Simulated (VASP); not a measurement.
A run of VASP 6.6.1:

Contents of INCAR:

```
SYSTEM = CsPbCl3
ALGO = Normal
EDIFF = 1E-6
ENCUT = 520
GGA = PE
ISIF = 2
ISMEAR = 0
LASPH = .True.
LCHARG = .False.
LREAL = .False.
LWAVE = .False.
NBANDS = 30
NELM = 60
PREC = Accurate
SIGMA = 0.05
```

The input KPOINTS:

```
k-points
0
Gamma
  6 6 6
  0 0 0
```

POSCAR

```
CsPbCl3
1.0
    5.6050000000      0.0000000000      0.0000000000
    0.0000000000      5.6050000000      0.0000000000
    0.0000000000      0.0000000000      5.6050000000
Cs Pb Cl
1 1 3
Direct
    0.0000000000      0.0000000000      0.0000000000
    0.5000000000      0.5000000000      0.5000000000
    0.5000000000      0.5000000000      0.0000000000
    0.0000000000      0.5000000000      0.5000000000
    0.5000000000      0.0000000000      0.5000000000
```

Potentials or basis: VASP PAW PBE potentials, release 64 (Cs_sv, Pb_d, Cl).

Command:

```sh
$ cat potpaw_PBE.64/Cs_sv/POTCAR potpaw_PBE.64/Pb_d/POTCAR potpaw_PBE.64/Cl/POTCAR > POTCAR
$ mpirun -np 1 vasp_std > vasp.out
```

Hardware: 1 thread of Intel(R) Xeon(R) 6975P-C (Granite Rapids) (shared host).

**Question.** How long does it take, and how much memory?

**Answer.** It took 40 s on 1 thread of Intel(R) Xeon(R) 6975P-C (Granite Rapids), on a shared host, peak memory 0.31 GiB. Counts: scf iterations 13, k points 20.
